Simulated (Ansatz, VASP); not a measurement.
## SiC in VASP and in Ansatz

```
Si C
1.0
     2.95285    0.00000    0.00000
    -1.47642    2.55724    0.00000
     0.00000    0.00000    5.07376
Si C
2 2
Direct
  0.33333 0.66667 0.00456
  0.66667 0.33333 0.50456
  0.33333 0.66667 0.38044
  0.66667 0.33333 0.88044
```

Change from the starting cell: strain -0.0450 x Voigt [1, 1, 0, 0, 0, 0], atoms carried along.

Alike in both runs: task single point; functional PBE; k mesh 12 × 12 × 6; occupations gaussian, width 0.05 eV; no spin polarisation.

|  | VASP | Ansatz |
| --- | --- | --- |
| version | VASP 6.6.1 | Ansatz 0.2.0 |
| potentials or method | VASP PAW PBE potentials, release 64 (Si, C), cutoff 520 eV | scalar-relativistic, plane waves, PAW |
| valence electrons in the cell | 16 | 16 |

|  | VASP | Ansatz | Ansatz less VASP |
| --- | --- | --- | --- |
| gap on the k mesh at the Fermi level (eV) | 1.93 | 1.94 | +0.007 |
| least direct gap on the mesh (eV) | 4.54 | 4.55 | +0.006 |
| pressure (GPa) | 24.4 | 24.5 | +0.10 |
| traceless stress, the component that is largest in VASP (GPa) | -20.62 | -20.56 | +0.064 |
| rms of the force components (eV/Å) | 0.346 | 0.347 | +0.0011 |

Atom by atom the forces differ by 0.001 eV/Å (rms over components).
